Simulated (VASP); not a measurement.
# BaTiO3 (P4/mmm) in VASP: notebook, part 2 of 3

VASP 6.6.1.

## Step 4: Single point, PBEsol (equal xx and yy strain of -1 %)

INCAR

```
SYSTEM = BaTiO3
ALGO     = Normal         ! electronic algorithm
EDIFF    = 1E-6           ! SCF threshold, eV
ENCUT    = 520            ! plane-wave cutoff, eV
GGA      = PS             ! functional
ISIF     = 2              ! what is computed and relaxed
ISMEAR   = -1             ! smearing method
LASPH    = .TRUE.         ! aspherical terms in the spheres
LCHARG   = .FALSE.        ! write CHGCAR
LREAL    = .FALSE.        ! projectors in reciprocal space
LWAVE    = .FALSE.        ! write WAVECAR
NBANDS   = 28             ! bands
NELM     = 100            ! most SCF steps
PREC     = Accurate       ! precision mode
SIGMA    = 0.03           ! smearing width, eV
```

KPOINTS

```
k-points
0
G
  7 7 7
  0 0 0
```

POSCAR

```
BaTiO3
1.0
    3.9598020000      0.0000000000      0.0000000000
    0.0000000000      3.9598020000      0.0000000000
    0.0000000000      0.0000000000      4.0180000000
Ba Ti O
1 1 3
Direct
    0.0000000000      0.0000000000      0.0000000000
    0.5000000000      0.5000000000      0.5000000000
    0.5000000000      0.5000000000      0.0000000000
    0.5000000000      0.0000000000      0.5000000000
    0.0000000000      0.5000000000      0.5000000000
```

Potentials or basis: VASP PAW PBE potentials, release 64 (Ba_sv, Ti_sv, O).

The run is started by

```bash
> cat potpaw_PBE.64/Ba_sv/POTCAR potpaw_PBE.64/Ti_sv/POTCAR potpaw_PBE.64/O/POTCAR > POTCAR
> mpirun -np 1 vasp_std > vasp.out
```

OUTCAR:

```text
SYSTEM = BaTiO3
   EDIFF = 1E-6
   ENCUT = 520
   GGA = PS
   ISIF = 2
   ISMEAR = -1
   LASPH = .TRUE.
   LREAL = .FALSE.
   NELM = 100
   PREC = Accurate

 ion  position               nearest neighbor table
   1  0.000  0.000  0.000-   3 2.80   3 2.80   3 2.80   3 2.80   5 2.82   4 2.82   5 2.82   5 2.82
                             5 2.82   4 2.82   4 2.82   4 2.82   2 3.45   2 3.45   2 3.45   2 3.45
   2  0.500  0.500  0.500-   4 1.98   5 1.98   4 1.98   5 1.98   3 2.01   3 2.01   1 3.45   1 3.45
                             1 3.45   1 3.45   1 3.45   1 3.45   1 3.45   1 3.45
   3  0.500  0.500  0.000-   2 2.01   2 2.01   1 2.80   1 2.80   1 2.80   1 2.80
   4  0.500  0.000  0.500-   2 1.98   2 1.98   1 2.82   1 2.82   1 2.82   1 2.82
   5  0.000  0.500  0.500-   2 1.98   2 1.98   1 2.82   1 2.82   1 2.82   1 2.82

  LATTYP: Found a simple tetragonal cell.
 ALAT       =     3.9598020000
 C/A-ratio  =     1.0146971995

  Lattice vectors:

 A1 = (   3.9598020000,   0.0000000000,   0.0000000000)
 A2 = (   0.0000000000,   3.9598020000,   0.0000000000)
 A3 = (   0.0000000000,   0.0000000000,   4.0180000000)

Analysis of symmetry for initial positions (statically):
=====================================================================
 Subroutine PRICEL returns:
 Original cell was already a primitive cell.

 Routine SETGRP: Setting up the symmetry group for a
 simple tetragonal supercell.

 Subroutine GETGRP returns: Found 16 space group operations
 (whereof 16 operations were pure point group operations)
 out of a pool of 16 trial point group operations.

The static configuration has the point symmetry D_4h.

Analysis of symmetry for dynamics (positions and initial velocities):
=====================================================================
 Subroutine PRICEL returns:
 Original cell was already a primitive cell.

 Routine SETGRP: Setting up the symmetry group for a
 simple tetragonal supercell.

 Subroutine GETGRP returns: Found 16 space group operations
 (whereof 16 operations were pure point group operations)
 out of a pool of 16 trial point group operations.

The dynamic configuration has the point symmetry D_4h.

 Subroutine INISYM returns: Found 16 space group operations
 (whereof 16 operations are pure point group operations),
 and found     1 'primitive' translations

----------------------------------------------------------------------------------------

                                     Primitive cell

  volume of cell :      63.0024

  direct lattice vectors                    reciprocal lattice vectors
     3.959802000  0.000000000  0.000000000     0.252537879  0.000000000  0.000000000
     0.000000000  3.959802000  0.000000000     0.000000000  0.252537879  0.000000000
     0.000000000  0.000000000  4.018000000     0.000000000  0.000000000  0.248880040

  length of vectors
     3.959802000  3.959802000  4.018000000     0.252537879  0.252537879  0.248880040

  position of ions in fractional coordinates (direct lattice)
     0.000000000  0.000000000  0.000000000
     0.500000000  0.500000000  0.500000000
     0.500000000  0.500000000  0.000000000
     0.500000000  0.000000000  0.500000000
     0.000000000  0.500000000  0.500000000

[... 31 lines left out ...]

 Found     40 irreducible k-points:

 Following reciprocal coordinates:
            Coordinates               Weight
  0.000000  0.000000  0.000000      1.000000
  0.142857  0.000000  0.000000      4.000000
  0.285714  0.000000  0.000000      4.000000
  0.428571  0.000000  0.000000      4.000000
  0.142857  0.142857  0.000000      4.000000
  0.285714  0.142857  0.000000      8.000000
[... 16 lines left out ...]
  0.285714  0.000000  0.285714      8.000000
  0.428571  0.000000  0.285714      8.000000
 [... further k-points ...]
   k-points           NKPTS =     40   k-points in BZ     NKDIM =     40   number of bands    NBANDS=     28
   number of dos      NEDOS =    301   number of ions     NIONS =      5
   total plane-waves  NPLWV =  27000
   dimension x,y,z NGX =    30 NGY =   30 NGZ =   30
   dimension x,y,z NGXF=    60 NGYF=   60 NGZF=   60
   ions per type =               1   1   3
   NGX,Y,Z   is equivalent  to a cutoff of  12.60, 12.60, 12.41 a.u.
   NGXF,Y,Z  is equivalent  to a cutoff of  25.19, 25.19, 24.83 a.u.
 SYSTEM =  BaTiO3
   PREC   = accura    normal or accurate (medium, high low for compatibility)
   ISTART =      0    job   : 0-new  1-cont  2-samecut
   ICHARG =      2    charge: 1-file 2-atom 10-const
   ISPIN  =      1    spin polarized calculation?
   LNONCOLLINEAR =      F non collinear calculations
   LSORBIT =      F    spin-orbit coupling
   LASPH  =      T    aspherical Exc in radial PAW
   ENCUT  =  520.0 eV  38.22 Ry    6.18 a.u.   7.36  7.36  7.47*2*pi/ulx,y,z
   NELM   =    100;   NELMIN=  2; NELMDL= -5     # of ELM steps
   EDIFF  = 0.1E-05   stopping-criterion for ELM
   LREAL  =      F    real-space projection
   EDIFFG = 0.1E-04   stopping-criterion for IOM
   NSW    =      0    number of steps for IOM
   IBRION =     -1    ionic relax: 0-MD 1-quasi-New 2-CG
   NFREE  =      0    steps in history (QN), initial steepest desc. (CG)
   ISIF   =      2    stress and relaxation
   ISYM   =      2    0-nonsym 1-usesym 2-fastsym
   POTIM  = 0.5000    time-step for ionic-motion
   TEBEG  =    0.0;   TEEND  =   0.0 temperature during run
   PSTRESS=    0.0 pullay stress
   NELECT =      40.0000    total number of electrons
   NUPDOWN=      -1.0000    fix difference up-down
   EMIN   =  10.00;   EMAX   =-10.00  energy-range for DOS
   EFERMI =   0.00;   METHOD = LEGACY
   ISMEAR =    -1;   SIGMA  =   0.03  broadening in eV -4-tet -1-fermi 0-gaus
   EFERMI_NEDOS =   21; number of points for ismear=-14 and -15
   IALGO  =     38    algorithm
   IMIX   =      4    mixing-type and parameters
     AMIX     =   0.40;   BMIX     =  1.00
     AMIX_MAG =   1.60;   BMIX_MAG =  1.00
  volume/ion in A,a.u.               =      12.60        85.03
  Fermi-wavevector in a.u.,A,eV,Ry     =   1.407049  2.658937 26.936634  1.979787
  Thomas-Fermi vector in A             =   2.529347
   LORBIT       =      0    0 simple, 1 ext, 2 COOP (PROOUT), +10 PAW based schemes
   GGA     = PS    functional components
   LHFCALC =     F    Hartree Fock is set to
   AEXX    =    0.0000 exact exchange contribution
   IVDW    =     0    specifies the selected vdW correction
   LEPSILON=     F    determine dielectric tensor
   LRPA    =     F    only Hartree local field effects (RPA)
 non-spin polarized calculation
  energy-cutoff  :      520.00
  volume of cell :       63.00
 maximum number of plane-waves:      1743
 NGX is ok and might be reduce to    30
   NGX = 15   NGY = 15   NGZ = 15

 number of electron      39.9999981 magnetization

 Free energy of the ion-electron system (eV)
  ---------------------------------------------------
  ext. energy  EPLUGINS =         0.00000000
  ---------------------------------------------------
  free energy    TOTEN  =       -41.97517637 eV

  energy without entropy =      -41.97517637  energy(sigma->0) =      -41.97517637

 E-fermi :   4.3959     XC(G=0): -11.6106

 val. band max:        3.7671339247   @ k =   0.4286   0.4286   0.4286
 cond. band min:       5.5506782185   @ k =   0.0000   0.0000   0.0000
 fundamental gap:      1.7835442937
 Fermi energy:         4.3958579161

 k-point     1 :       0.0000    0.0000    0.0000
  band No.  band energies     occupation
      1     -52.4681      2.00000
      2     -28.8051      2.00000
      3     -28.8051      2.00000
      4     -28.7970      2.00000
      5     -20.8925      2.00000
      6     -13.0340      2.00000
[... 733 lines left out ...]
     27      12.3278      0.00000
     28      12.7729      0.00000

 [... further k-points ...]

------------------------ aborting loop because EDIFF is reached ----------------------------------------

  FORCE on cell =-STRESS in cart. coord.  units (eV):
  Direction    XX          YY          ZZ          XY          YZ          ZX
  --------------------------------------------------------------------------------------
  -------------------------------------------------------------------------------------
  Total        0.6942488      0.6942488     -0.4772848      0.0000000      0.0000000      0.0000000
  in kB       17.6550445     17.6550445    -12.1375585      0.0000000      0.0000000      0.0000000
  external PRESSURE =       7.7241769 kB  Pullay stress =       0.0000000 kB

 VOLUME and BASIS-vectors are now :
 -----------------------------------------------------------------------------
  energy-cutoff  :      520.00
  volume of cell :       63.00
      direct lattice vectors                 reciprocal lattice vectors
     3.959802000  0.000000000  0.000000000     0.252537879  0.000000000  0.000000000
     0.000000000  3.959802000  0.000000000     0.000000000  0.252537879  0.000000000
     0.000000000  0.000000000  4.018000000     0.000000000  0.000000000  0.248880040

 POSITION                                       TOTAL-FORCE (eV/Angst)
 -----------------------------------------------------------------------------------
      0.00000      0.00000      0.00000         0.000000      0.000000      0.000000
      1.97990      1.97990      2.00900         0.000000      0.000000      0.000000
      1.97990      1.97990      0.00000         0.000000      0.000000      0.000000
      1.97990      0.00000      2.00900         0.000000      0.000000      0.000000
      0.00000      1.97990      2.00900         0.000000      0.000000      0.000000
 -----------------------------------------------------------------------------------
    total drift:                                0.000000      0.000000     -0.000000

  FREE ENERGIE OF THE ION-ELECTRON SYSTEM (eV)
  ---------------------------------------------------
  free  energy   TOTEN  =       -41.9751763736 eV

  energy  without entropy=      -41.9751763735  energy(sigma->0) =      -41.97517637
```

It took 1.8 min on 1 thread of AMD EPYC 7R13, shared host; peak memory 0.19 GiB.

What came out:

```yaml
Free_energy: -41.9752 eV
Pressure: 0.8 GPa
Band_gap_on_the_k_mesh: 1.78 eV (least direct gap 1.84 eV)
```

Caveat: the cell differs from its parent crystal (equal xx and yy strain of -1 %); the PAW data sets were made with another functional, which shifts forces and pressure a little; spin-orbit coupling is left out, which moves the levels of the heavy elements; an odd mesh through Γ misses points on the zone boundary, where band edges can lie.

(Continued in part 3 of 3.)
